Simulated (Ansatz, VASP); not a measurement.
**GeP5 in VASP and in Ansatz**

```
Ge P
1.0
     4.90713    0.00000    0.00000
    -2.45356    4.24970    0.00000
     0.00000    0.00000    5.48444
Ge P
1 5
Direct
  0.00000 0.00000 0.00000
  0.50000 0.00000 0.00000
  0.00000 0.50000 0.00000
  0.50000 0.50000 0.00000
  0.33333 0.66667 0.50000
  0.66667 0.33333 0.50000
```

Alike in both runs: task relaxation of cell and atoms; functional PBE; k mesh 6 × 6 × 4; occupations gaussian, width 0.1 eV; no spin polarisation.

|  | VASP | Ansatz |
| --- | --- | --- |
| version | VASP 6.6.1 | Ansatz 0.2.0 |
| potentials or method | VASP PAW PBE potentials, release 64 (Ge_d, P), cutoff 600 eV | scalar-relativistic, plane waves, PAW |
| valence electrons in the cell | 39 | 39 |

Ansatz gave:

| Item | Value |
| --- | --- |
| gap on the k mesh at the Fermi level, each at its own relaxed structure (eV) | none |
| relaxed volume (Å³/atom) | 17.21 |
| relaxed length of the cell vector where the two differ most in proportion (Å) | 3.350 |

Which values does VASP return?

gap on the k mesh at the Fermi level, each at its own relaxed structure (eV): none; relaxed volume (Å³/atom): 17.40; relaxed length of the cell vector where the two differ most in proportion (Å): 3.153.

A gap of «none» marks a metal or a gap that the smearing closes. One of these differences is far larger than is usual between the two programs; its cause wasn't traced.
